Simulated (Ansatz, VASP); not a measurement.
## C: VASP beside Ansatz

```
CELL_PARAMETERS angstrom
0.00000 1.78564 1.85847
1.65320 0.00000 1.85847
1.65320 1.78564 0.00000
ATOMIC_POSITIONS crystal
C 0.50000 0.50000 0.50000
C 0.75000 0.75000 0.75000
```

Change from the starting cell: strain +e along x and -e along y -0.0375, strain +e along z and -e/2 along x and y +0.0525.

Alike in both runs: task single point; functional LDA; k mesh 12 × 12 × 12; occupations gaussian, width 0.05 eV; no spin polarisation.

```csv
,VASP,Ansatz
version,VASP 6.6.1,Ansatz 0.2.0
potentials or method,"VASP PAW LDA potentials, release 64 (C_h), cutoff 910 eV","scalar-relativistic, plane waves, PAW"
valence electrons in the cell,8,8
```

|  | VASP | Ansatz | Ansatz less VASP |
| --- | --- | --- | --- |
| gap on the k mesh at the Fermi level (eV) | 1.79 | 1.80 | +0.010 |
| least direct gap on the mesh (eV) | 4.04 | 4.03 | -0.002 |

Ansatz warns that its potentials were made for another functional, while VASP's fit it. LDA's correlation is that of Perdew and Zunger in VASP and of Perdew and Wang (1992) in Ansatz.

Noted on VASP's run: the cutoff is short for stress, so the pressure is rough.
